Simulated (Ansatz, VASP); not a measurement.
# MgO: VASP beside Ansatz

```
CELL_PARAMETERS angstrom
0.00000 2.13515 2.13515
1.97501 0.00000 2.13515
1.97501 2.13515 0.00000
ATOMIC_POSITIONS crystal
Mg 0.00000 0.00000 0.00000
O 0.50000 0.50000 0.50000
```

Change from the starting cell: strain -0.0750 x Voigt [1, 0, 0, 0, 0, 0], atoms carried along.

Alike in both runs: task single point; functional PBEsol; k mesh 10 × 10 × 10; occupations gaussian, width 0.05 eV; no spin polarisation.

|  | VASP | Ansatz |
| --- | --- | --- |
| version | VASP 6.6.1 | Ansatz 0.2.0 |
| potentials or method | VASP PAW PBE potentials, release 64 (Mg, O), cutoff 520 eV | scalar-relativistic, plane waves, PAW |
| valence electrons in the cell | 8 | 16 |

VASP gave:

- gap on the k mesh at the Fermi level (eV): 4.89
- least direct gap on the mesh (eV): 4.89
- pressure (GPa): 8.5
- traceless stress, the component that is largest in VASP (GPa): 15.31

Which values does Ansatz return?

gap on the k mesh at the Fermi level (eV): 4.89; least direct gap on the mesh (eV): 4.89; pressure (GPa): 8.8; traceless stress, the component that is largest in VASP (GPa): 15.15.

VASP's potentials were made for PBE, not for PBEsol. VASP's potentials hold 8 valence electrons a cell and Ansatz's 16, so a difference there can come from the potentials and not from the codes.
